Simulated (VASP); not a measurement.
A run of VASP 6.6.1:

File INCAR:

```
SYSTEM = Al
PREC     = Accurate       ! precision mode
ENCUT    = 520            ! plane-wave cutoff, eV
EDIFF    = 1E-6           ! SCF threshold, eV
ISMEAR   = -1             ! smearing method
SIGMA    = 0.05           ! smearing width, eV
LREAL    = .FALSE.        ! projectors in reciprocal space
LASPH    = .TRUE.         ! aspherical terms in the spheres
NELM     = 80             ! most SCF steps
ALGO     = Fast           ! electronic algorithm
ISIF     = 2              ! what is computed and relaxed
LWAVE    = .FALSE.        ! write WAVECAR
LCHARG   = .TRUE.         ! write CHGCAR
GGA      = PS             ! functional
LELF     = .TRUE.         ! ELF
LVHAR    = .TRUE.       
NBANDS   = 10             ! bands
```

File KPOINTS:

```
regular mesh
0
G
  11 11 6
  0 0 0
```

Contents of POSCAR:

```
Al
1.0
    2.7562062445      0.0000000000      0.0000000000
   -1.3781031222      2.3869446258      0.0000000000
    0.0000000000      0.0000000000      4.8668500000
Al
2
Direct
    0.3333333333      0.6666666667      0.2500000000
    0.6666666667      0.3333333333      0.7500000000
```

Potentials or basis: VASP PAW PBE potentials, release 64 (Al).

Run with:

```console
$ cat potpaw_PBE.64/Al/POTCAR > POTCAR
$ mpirun -np 1 vasp_std > vasp.out
```

Hardware: 1 thread of Intel Xeon 8259CL, on a shared host.

Problem. How long does it take, and how much memory?

Solution. It took 24 s on 1 thread of Intel Xeon 8259CL (shared host), peak memory 0.14 GiB. Counts: scf iterations 12, k points 64.
